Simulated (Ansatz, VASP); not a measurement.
**AlN in VASP and in Ansatz**

The input INCAR:

```
SYSTEM = AlN
ALGO = Normal
EDIFF = 1E-7
ENCUT = 520
GGA = PS
ISIF = 2
ISMEAR = 0
IVDW = 12
LASPH = .True.
LCHARG = .False.
LREAL = .False.
LWAVE = .False.
NBANDS = 11
NELM = 80
PREC = Accurate
SIGMA = 0.05
```

KPOINTS

```
k-points
0
Gamma
  10 10 10
  0 0 0
```

The input POSCAR:

```
AlN
1.0
    0.0000000000      2.0216237077      2.0216237077
    2.0216237077      0.0000000000      2.0216237077
    2.0216237077      2.0216237077      0.0000000000
Al N
1 1
Direct
    0.0000000000      0.0000000000      0.0000000000
    0.5000000000      0.5000000000      0.5000000000
```

Input for Ansatz:

```yaml
crystal:
  lattice:
    - [0.0, 2.0216237077, 2.0216237077]
    - [2.0216237077, 0.0, 2.0216237077]
    - [2.0216237077, 2.0216237077, 0.0]
  atoms:
    - { symbol: Al, position: [0.0, 0.0, 0.0] }
    - { symbol: "N", position: [0.5, 0.5, 0.5] }
basis:
  ecutwfc: 420
  ecutrho_ratio: 4
kpoints:
  mp_grid: { grid: [10, 10, 10] }
hamiltonian:
  xc: pbesol
  dispersion: d3bj
scf:
  occupations: { method: gaussian, width: 0.05 }
output:
  forces: true
  stress: true
  eigenvalues: true
```

Alike in both runs: task single point; functional PBEsol; dispersion D3(BJ); k mesh 10 × 10 × 10; occupations gaussian, width 0.05 eV; no spin polarisation.

|  | VASP | Ansatz |
| --- | --- | --- |
| version | VASP 6.6.1 | Ansatz 0.2.0 |
| potentials or method | VASP PAW PBE potentials, release 64 (Al, N), cutoff 520 eV | scalar-relativistic, plane waves, PAW |
| valence electrons in the cell | 8 | 8 |

```csv
,VASP,Ansatz,Ansatz less VASP
gap on the k mesh at the Fermi level (eV),4.56,4.56,+0.005
least direct gap on the mesh (eV),5.67,5.65,-0.020
pressure (GPa),-5.3,-5.2,+0.09
```

VASP's potentials were made for PBE, not for PBEsol.
